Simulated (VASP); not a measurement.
Input of a VASP 6.6.1 run:

Contents of POSCAR:

```
GaSb
1.0
    0.0000000000      3.0353690050      3.0353690050
    3.0353690050      0.0000000000      3.0353690050
    3.0353690050      3.0353690050      0.0000000000
Ga Sb
1 1
Direct
    0.0000000000      0.0000000000      0.0000000000
    0.2500000000      0.2500000000      0.2500000000
```

INCAR.step1

```
  PREC = Accurate
  ENCUT = 550
  ISMEAR = 0
  SIGMA = 0.02
  LREAL = F
  LASPH = T
  NELM = 120
  NBANDS = 16
  GGA = PE
  ALGO = Normal
  EDIFF = 1E-5
  LWAVE = T
  LCHARG = F
  GGA_COMPAT = F
```

File INCAR.step2:

```
  PREC = Accurate
  ENCUT = 550
  EDIFF = 1E-6
  ISMEAR = 0
  SIGMA = 0.02
  LREAL = F
  LASPH = T
  NELM = 120
  ALGO = Normal
  ISIF = 2
  LWAVE = F
  LCHARG = T
  METAGGA = R2SCAN
  LMIXTAU = T
  LELF = T
  LVHAR = T
  NBANDS = 16
  ISTART = 1
  GGA_COMPAT = F
```

KPOINTS

```
Automatic mesh
0
Gamma
  8 8 8
```

Potentials or basis: VASP PAW PBE potentials, release 64 (Ga_d, Sb).

Run with:

```bash
$ cat potpaw_PBE.64/Ga_d/POTCAR potpaw_PBE.64/Sb/POTCAR > POTCAR
$ cp INCAR.step1 INCAR
$ mpirun -np 1 vasp_std > vasp.out
$ cp INCAR.step2 INCAR
$ mpirun -np 1 vasp_std > vasp.out
```

**Question.** Estimate the band gap on the k mesh.

**Answer.** 0.63 eV.

**Question.** Predict the pressure.

**Answer.** 1.8 GPa.

Caveat: the cell differs from its parent crystal (strained cell); the PAW data sets were made with another functional, which shifts forces and pressure a little; spin-orbit coupling is left out, which moves the levels of the heavy elements. A k mesh can miss the band edges.
